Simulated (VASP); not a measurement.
Input of a VASP 6.6.1 run:

INCAR

```
SYSTEM = Al
  ALGO = Normal
  DIPOL = 0.5 0.5 0.500
  EDIFF = 1E-6
  EDIFFG = -0.03
  ENCUT = 520
  GGA = PS
  IBRION = 2
  IDIPOL = 3
  ISIF = 2
  ISMEAR = 0
  LASPH = .True.
  LCHARG = .False.
  LDIPOL = .True.
  LREAL = .False.
  LWAVE = .False.
  NELM = 80
  NSW = 90
  PREC = Accurate
  SIGMA = 0.1
```

The input KPOINTS:

```
k-points
0
Gamma
  12 12 1
  0 0 0
```

Contents of POSCAR:

```
Al
1.0
    2.8362844922      0.0000000000      0.0000000000
   -1.4181422461      2.4562944226      0.0000000000
    0.0000000000      0.0000000000     33.3137615421
Al
8
Selective dynamics
Direct
    0.3333333333      0.6666666667      0.2551498122  F F F
    0.0000000000      0.0000000000      0.3251070087  F F F
    0.6666666667      0.3333333333      0.3950642052  F F F
    0.0000000000      0.0000000000      0.4650214017  F F F
    0.3333333333      0.6666666667      0.5349785983  T T T
    0.0000000000      0.0000000000      0.6049357948  T T T
    0.6666666667      0.3333333333      0.6748929913  T T T
    0.0000000000      0.0000000000      0.7448501878  T T T
```

Potentials or basis: VASP PAW PBE potentials, release 64 (Al).

Command:

```sh
$ cat potpaw_PBE.64/Al/POTCAR > POTCAR
$ mpirun -np 1 vasp_std > vasp.out
```

Question: What does it give for the energy gained by relaxing?

Answer: 0.5 meV/atom.

Question: Estimate the band gap on the k mesh.

Answer: Zero (bands 12 and 13 overlap by 3.24 eV).

The path:
```tsv
step	energy change (eV)	largest force on free atoms (eV/Å)	pressure (GPa)
1	0.0000	0.1273	-0.47
2	-0.0013	0.0972	-0.48
3	-0.0025	0.0759	-0.51
4	-0.0030	0.0526	-0.52
5	-0.0037	0.0160	-0.56
```

Caveat: the PAW data sets were made with another functional, which shifts forces and pressure a little.
